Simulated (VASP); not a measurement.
# Os (Fm-3m) in VASP: a series of runs

Runs on Os. Level: BLYP. Tasks: single point.

Program: VASP 6.6.1. These are calculated values, not measurements. Logs are shortened: lines on timing, memory, paths and dates and some standing lists are left out, and cuts for length are marked.

## (1) The cell of the first run

The structure is cubic, space group Fm-3m (No. 225). Conventional cell: a = 4.015 Å, b = 4.015 Å, c = 4.015 Å, α = 90.00°, β = 90.00°, γ = 90.00°. Os (site symmetry m-3m) has 12 Os at 2.84 Å within 3.7 Å.

This isn't the form of Os at room conditions, which is hcp.

## (2) Single point, BLYP (16.18 Å³/atom)

File INCAR:

```
AGGAC = 1.0
AGGAX = 1.0
ALDAC = 0.0
ALDAX = 1.0
ALGO = Normal
EDIFF = 1E-6
ENCUT = 520
GGA = B5
ISIF = 2
ISMEAR = -1
LASPH = True
LCHARG = False
LREAL = False
LWAVE = False
NBANDS = 10
NELM = 100
PREC = Accurate
SIGMA = 0.1
```

File KPOINTS:

```
k-points
0
Gamma
  16 16 16
```

File POSCAR:

```
Os
1.0
    0.0000000000      2.0076217341      2.0076217341
    2.0076217341      0.0000000000      2.0076217341
    2.0076217341      2.0076217341      0.0000000000
Os
1
Direct
    0.0000000000      0.0000000000      0.0000000000
```

Potentials or basis: VASP PAW PBE potentials, release 64 (Os).

Launch:

```bash
cat potpaw_PBE.64/Os/POTCAR > POTCAR
mpirun -np 1 vasp_std > vasp.out
```

OUTCAR:

```text
EDIFF = 1E-6
   ENCUT = 520
   GGA = B5
   ISIF = 2
   ISMEAR = -1
   LASPH = True
   LREAL = False
   NELM = 100
   PREC = Accurate

 ion  position               nearest neighbor table
   1  0.000  0.000  0.000-

  LATTYP: Found a face centered cubic cell.
 ALAT       =     4.0152434682

  Lattice vectors:

 A1 = (   0.0000000000,   2.0076217341,   2.0076217341)
 A2 = (   2.0076217341,   0.0000000000,   2.0076217341)
 A3 = (   2.0076217341,   2.0076217341,   0.0000000000)

Analysis of symmetry for initial positions (statically):
=====================================================================
 Subroutine PRICEL returns:
 Original cell was already a primitive cell.

 Routine SETGRP: Setting up the symmetry group for a
 face centered cubic supercell.

 Subroutine GETGRP returns: Found 48 space group operations
 (whereof 48 operations were pure point group operations)
 out of a pool of 48 trial point group operations.

The static configuration has the point symmetry O_h .

Analysis of symmetry for dynamics (positions and initial velocities):
=====================================================================
 Subroutine PRICEL returns:
 Original cell was already a primitive cell.

 Routine SETGRP: Setting up the symmetry group for a
 face centered cubic supercell.

 Subroutine GETGRP returns: Found 48 space group operations
 (whereof 48 operations were pure point group operations)
 out of a pool of 48 trial point group operations.

The dynamic configuration has the point symmetry O_h .

 Subroutine INISYM returns: Found 48 space group operations
 (whereof 48 operations are pure point group operations),
 and found     1 'primitive' translations

----------------------------------------------------------------------------------------

                                     Primitive cell

  volume of cell :      16.1836

  direct lattice vectors                    reciprocal lattice vectors
     0.000000000  2.007621734  2.007621734    -0.249050900  0.249050900  0.249050900
     2.007621734  0.000000000  2.007621734     0.249050900 -0.249050900  0.249050900
     2.007621734  2.007621734  0.000000000     0.249050900  0.249050900 -0.249050900

  length of vectors
     2.839205884  2.839205884  2.839205884     0.431368813  0.431368813  0.431368813

  position of ions in fractional coordinates (direct lattice)
     0.000000000  0.000000000  0.000000000

  ion indices of the primitive-cell ions
   primitive index   ion index
                 1           1

----------------------------------------------------------------------------------------

 KPOINTS: k-points

Automatic generation of k-mesh.
 Grid dimensions read from file:
 generate k-points for:   16   16   16

 Generating k-lattice:

  Cartesian coordinates                     Fractional coordinates (reciprocal lattice)
    -0.015565681  0.015565681  0.015565681     0.062500000  0.000000000  0.000000000
     0.015565681 -0.015565681  0.015565681     0.000000000  0.062500000  0.000000000
     0.015565681  0.015565681 -0.015565681     0.000000000  0.000000000  0.062500000

  Length of vectors
     0.026960551  0.026960551  0.026960551

  Shift w.r.t. Gamma in fractional coordinates (k-lattice)
     0.000000000  0.000000000  0.000000000

 Subroutine IBZKPT returns following result:
 ===========================================

 Found    145 irreducible k-points:

 Following reciprocal coordinates:
            Coordinates               Weight
  0.000000  0.000000  0.000000      1.000000
  0.062500  0.000000  0.000000      8.000000
  0.125000  0.000000  0.000000      8.000000
  0.187500  0.000000  0.000000      8.000000
  0.250000  0.000000  0.000000      8.000000
  0.312500  0.000000  0.000000      8.000000
[... 16 lines left out ...]
 -0.125000  0.062500  0.000000     24.000000
 -0.062500  0.062500  0.000000     12.000000
 [... further k-points ...]
   k-points           NKPTS =    145   k-points in BZ     NKDIM =    145   number of bands    NBANDS=     10
   number of dos      NEDOS =    301   number of ions     NIONS =      1
   total plane-waves  NPLWV =  13824
   dimension x,y,z NGX =    24 NGY =   24 NGZ =   24
   dimension x,y,z NGXF=    48 NGYF=   48 NGZF=   48
   ions per type =               1
   NGX,Y,Z   is equivalent  to a cutoff of  14.05, 14.05, 14.05 a.u.
   NGXF,Y,Z  is equivalent  to a cutoff of  28.11, 28.11, 28.11 a.u.
 SYSTEM =  unknown system
   PREC   = accura    normal or accurate (medium, high low for compatibility)
   ISTART =      0    job   : 0-new  1-cont  2-samecut
   ICHARG =      2    charge: 1-file 2-atom 10-const
   ISPIN  =      1    spin polarized calculation?
   LNONCOLLINEAR =      F non collinear calculations
   LSORBIT =      F    spin-orbit coupling
   LASPH  =      T    aspherical Exc in radial PAW
   ENCUT  =  520.0 eV  38.22 Ry    6.18 a.u.   5.28  5.28  5.28*2*pi/ulx,y,z
   NELM   =    100;   NELMIN=  2; NELMDL= -5     # of ELM steps
   EDIFF  = 0.1E-05   stopping-criterion for ELM
   LREAL  =      F    real-space projection
   EDIFFG = 0.1E-04   stopping-criterion for IOM
   NSW    =      0    number of steps for IOM
   IBRION =     -1    ionic relax: 0-MD 1-quasi-New 2-CG
   NFREE  =      0    steps in history (QN), initial steepest desc. (CG)
   ISIF   =      2    stress and relaxation
   ISYM   =      2    0-nonsym 1-usesym 2-fastsym
   POTIM  = 0.5000    time-step for ionic-motion
   TEBEG  =    0.0;   TEEND  =   0.0 temperature during run
   PSTRESS=    0.0 pullay stress
   NELECT =       8.0000    total number of electrons
   NUPDOWN=      -1.0000    fix difference up-down
   EMIN   =  10.00;   EMAX   =-10.00  energy-range for DOS
   EFERMI =   0.00;   METHOD = LEGACY
   ISMEAR =    -1;   SIGMA  =   0.10  broadening in eV -4-tet -1-fermi 0-gaus
   EFERMI_NEDOS =   21; number of points for ismear=-14 and -15
   IALGO  =     38    algorithm
   IMIX   =      4    mixing-type and parameters
     AMIX     =   0.40;   BMIX     =  1.00
     AMIX_MAG =   1.60;   BMIX_MAG =  1.00
  volume/ion in A,a.u.               =      16.18       109.21
  Fermi-wavevector in a.u.,A,eV,Ry     =   1.294433  2.446124 22.797337  1.675557
  Thomas-Fermi vector in A             =   2.426016
   LORBIT       =      0    0 simple, 1 ext, 2 COOP (PROOUT), +10 PAW based schemes
   GGA     = B5    functional components
   LHFCALC =     F    Hartree Fock is set to
   AEXX    =    0.0000 exact exchange contribution
   IVDW    =     0    specifies the selected vdW correction
   LEPSILON=     F    determine dielectric tensor
   LRPA    =     F    only Hartree local field effects (RPA)
 non-spin polarized calculation
  energy-cutoff  :      520.00
  volume of cell :       16.18
 maximum number of plane-waves:       448
 NGX is ok and might be reduce to    24
   NGX = 11   NGY = 11   NGZ = 11

 number of electron       8.0000000 magnetization

 Free energy of the ion-electron system (eV)
  ---------------------------------------------------
  ext. energy  EPLUGINS =         0.00000000
  ---------------------------------------------------
  free energy    TOTEN  =        -9.46936945 eV

  energy without entropy =       -9.43514803  energy(sigma->0) =       -9.45225874

 E-fermi :   7.9109     XC(G=0): -12.5302

 val. band max:        7.8790136869   @ k =  -0.0625   0.0625   0.0000
 cond. band min:       7.9164016036   @ k =   0.4375   0.3125   0.1250
 fundamental gap:      0.0373879168
 Fermi energy:         7.9109299748

 k-point     1 :       0.0000    0.0000    0.0000
  band No.  band energies     occupation
      1      -1.4989      2.00000
      2       5.4345      2.00000
      3       5.4345      2.00000
      4       5.4345      2.00000
      5       7.8539      1.27765
      6       7.8539      1.27765
      7      22.4342      0.00000
      8      27.3271      0.00000
      9      27.3271      0.00000
     10      27.3271      0.00000

 k-point     2 :       0.0625    0.0000    0.0000
  band No.  band energies     occupation
      1      -1.3418      2.00000
      2       5.3506      2.00000
      3       5.5029      2.00000
      4       5.5029      2.00000
      5       7.8105      1.46378
      6       7.8105      1.46378
      7      22.7076      0.00000
      8      26.5144      0.00000
      9      27.5878      0.00000
     10      27.5878      0.00000

 k-point     3 :       0.1250    0.0000    0.0000
  band No.  band energies     occupation
      1      -0.8896      2.00000
      2       5.1431      2.00000
      3       5.6742      2.00000
      4       5.6742      2.00000
      5       7.7273      1.72499
      6       7.7273      1.72499
      7      23.4374      0.00000
      8      24.9710      0.00000
      9      28.3389      0.00000
     10      28.3389      0.00000

 k-point     4 :       0.1875    0.0000    0.0000
  band No.  band energies     occupation
      1      -0.2103      2.00000
      2       4.9351      2.00000
      3       5.8319      2.00000
      4       5.8319      2.00000
      5       7.7474      1.67379
      6       7.7474      1.67379
      7      23.2820      0.00000
      8      24.3470      0.00000
      9      29.4806      0.00000
     10      29.4806      0.00000
[... 222 lines left out ...]
 k-point    22 :      -0.1875    0.0625    0.0000
  band No.  band energies     occupation
      1       0.1748      2.00000
      2       4.7822      2.00000
      3       5.8750      2.00000
      4       5.9580      2.00000
      5       7.4174      1.98572
      6       8.2116      0.09428
      7      22.8466      0.00000
      8      24.7278      0.00000
      9      28.5669      0.00000
     10      30.7607      0.00000

 k-point    23 :      -0.1250    0.0625    0.0000
  band No.  band energies     occupation
      1      -0.5510      2.00000
      2       4.9640      2.00000
      3       5.8022      2.00000
      4       5.8153      2.00000
      5       7.4284      1.98408
      6       7.9609      0.75536
      7      23.9486      0.00000
      8      24.4449      0.00000
      9      27.8342      0.00000
     10      29.4158      0.00000

 k-point    24 :      -0.0625    0.0625    0.0000
  band No.  band energies     occupation
      1      -1.0854      2.00000
      2       5.1996      2.00000
      3       5.5992      2.00000
      4       5.6441      2.00000
      5       7.6228      1.89387
      6       7.8790      1.15824
      7      23.1406      0.00000
      8      25.7781      0.00000
      9      27.4525      0.00000
     10      28.2751      0.00000

 [... further k-points ...]

------------------------ aborting loop because EDIFF is reached ----------------------------------------

  FORCE on cell =-STRESS in cart. coord.  units (eV):
  Direction    XX          YY          ZZ          XY          YZ          ZX
  --------------------------------------------------------------------------------------
  -------------------------------------------------------------------------------------
  Total       -2.0137010     -2.0137010     -2.0137010      0.0000000      0.0000000      0.0000000
  in kB     -199.3562758   -199.3562758   -199.3562758      0.0000000      0.0000000      0.0000000
  external PRESSURE =    -199.3562758 kB  Pullay stress =       0.0000000 kB

 VOLUME and BASIS-vectors are now :
 -----------------------------------------------------------------------------
  energy-cutoff  :      520.00
  volume of cell :       16.18
      direct lattice vectors                 reciprocal lattice vectors
     0.000000000  2.007621734  2.007621734    -0.249050900  0.249050900  0.249050900
     2.007621734  0.000000000  2.007621734     0.249050900 -0.249050900  0.249050900
     2.007621734  2.007621734  0.000000000     0.249050900  0.249050900 -0.249050900

 POSITION                                       TOTAL-FORCE (eV/Angst)
 -----------------------------------------------------------------------------------
      0.00000      0.00000      0.00000         0.000000      0.000000      0.000000
 -----------------------------------------------------------------------------------
    total drift:                               -0.000000     -0.000000     -0.000000

  FREE ENERGIE OF THE ION-ELECTRON SYSTEM (eV)
  ---------------------------------------------------
  free  energy   TOTEN  =        -9.4693694548 eV

  energy  without entropy=       -9.4351480301  energy(sigma->0) =       -9.45225874
```

It took 54 s on 1 thread of AMD EPYC, shared host; peak memory 0.12 GiB.

What came out:

```yaml
Free_energy: -9.4694 eV
Pressure: -19.9 GPa
Band_gap_on_the_k_mesh: zero (bands 4 and 5 overlap by 3.68 eV)
```

Levels at points of the mesh, in eV from the Fermi level:
```csv
k point,band 1,band 2,band 3,band 4,band 5,band 6,band 7,band 8
"(0.00, 0.00, 0.00)",-9.41,-2.48,-2.48,-2.48,-0.06,-0.06,14.52,19.42
"(0.50, 0.00, 0.00)",-6.43,-2.58,-2.58,0.15,1.87,1.87,7.27,14.08
"(0.50, 0.50, 0.00)",-6.16,-5.60,1.82,2.32,2.41,2.41,10.04,11.50
```

Caveat: the cell stands under tension; the PAW data sets were made with another functional, which shifts forces and pressure a little; spin-orbit coupling is left out, which moves the levels of the heavy elements.

## (3) Single point, BLYP (16.78 Å³/atom)

This run uses another cell than the first one, of 16.78 Å³/atom.

File INCAR:

```
AGGAC = 1.0 ; AGGAX = 1.0
ALDAC = 0.0 ; ALDAX = 1.0
ALGO = Normal ; EDIFF = 1E-6
ENCUT = 520 ; GGA = B5
ISIF = 2 ; ISMEAR = -1
LASPH = True ; LCHARG = True
LELF = True ; LREAL = False
LVHAR = True ; LWAVE = False
NBANDS = 10 ; NELM = 80
PREC = Accurate ; SIGMA = 0.1
```

KPOINTS is that of step 2.

File POSCAR:

```
Os
1.0
    0.0000000000      2.0321073392      2.0321073392
    2.0321073392      0.0000000000      2.0321073392
    2.0321073392      2.0321073392      0.0000000000
Os
1
Direct
    0.0000000000      0.0000000000      0.0000000000
```

Potentials or basis: VASP PAW PBE potentials, release 64 (Os).

Launch:

```bash
cat potpaw_PBE.64/Os/POTCAR > POTCAR
mpirun -np 1 vasp_std > vasp.out
```

It took 56 s on 1 thread of AMD EPYC, shared host; peak memory 0.13 GiB.

The run converged. Its results:

| Property | Result |
| --- | --- |
| Free energy | -9.3801 eV |
| Pressure | -27.6 GPa |
| Band gap on the k mesh | zero (bands 4 and 5 overlap by 3.54 eV) |

Levels at points of the mesh, in eV from the Fermi level:
```tsv
k point	band 1	band 2	band 3	band 4	band 5	band 6	band 7	band 8
(0.00, 0.00, 0.00)	-9.11	-2.34	-2.34	-2.34	-0.06	-0.06	14.51	19.20
(0.50, 0.00, 0.00)	-6.15	-2.44	-2.44	0.19	1.75	1.75	6.88	14.07
(0.50, 0.50, 0.00)	-5.84	-5.30	1.71	2.26	2.26	2.28	9.53	11.29
```

Caveat: the cell stands under tension; the PAW data sets were made with another functional, which shifts forces and pressure a little; spin-orbit coupling is left out, which moves the levels of the heavy elements.

[end of part 1 of 2]
